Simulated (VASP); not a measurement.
Write the native input for VASP 6.6.1 that does the following.

```
Task                   : single point
Functional             : PBE
Potentials or basis    : VASP PAW PBE potentials, release 64 (Sc_sv, B, P)
Cutoff                 : 520 eV
k mesh                 : 6 × 6 × 2
Occupations            : gaussian, width 0.1 eV
Spin                   : no spin polarisation
Dipole correction      : no
Further INCAR settings : ALGO = Normal; EDIFF = 1e-06; NBANDS = 29
```

The structure of Sc2BP3 lies in POSCAR:

```
Sc2BP3
1.0
    3.2371204848      0.0000000000      0.0000000000
    0.0000000000      3.2371204848      0.0000000000
    0.0000000000      0.0000000000      8.3844979042
Sc B P
2 1 3
Direct
    0.5000000000      0.0000000000      0.7483491864
    0.0000000000      0.5000000000      0.2516508136
    0.5000000000      0.5000000000      0.0000000000
    0.5000000000      0.0000000000      0.4213191265
    0.0000000000      0.5000000000      0.5786808735
    0.0000000000      0.0000000000      0.0000000000
```

These files were run (other wordings do the same):

INCAR

```
PREC = Accurate
ENCUT = 520
EDIFF = 1E-6
ISMEAR = 0
SIGMA = 0.1
LREAL = False
LASPH = True
NELM = 60
ALGO = Normal
ISIF = 2
LWAVE = False
LCHARG = False
GGA = PE
NBANDS = 29
```

KPOINTS

```
regular mesh
0
Gamma
  6 6 2
```

Potentials or basis: VASP PAW PBE potentials, release 64 (Sc_sv, B, P).

Launch:

```console
$ cat potpaw_PBE.64/Sc_sv/POTCAR potpaw_PBE.64/B/POTCAR potpaw_PBE.64/P/POTCAR > POTCAR
$ mpirun -np 1 vasp_std > vasp.out
```

It gave:

```yaml
Pressure: 0.1 GPa
Largest_force: 0.014 eV/Å
Band_gap_on_the_k_mesh: zero (band 20 reaches 7.93 eV, above the bottom of band 21 at 5.89 eV)
```

Caveat: the k points lie up to 0.37 Å⁻¹ apart.

It took 22 s on 1 thread of Intel(R) Xeon(R) 6975P-C (Granite Rapids), on a shared host, peak memory 0.2 GiB.
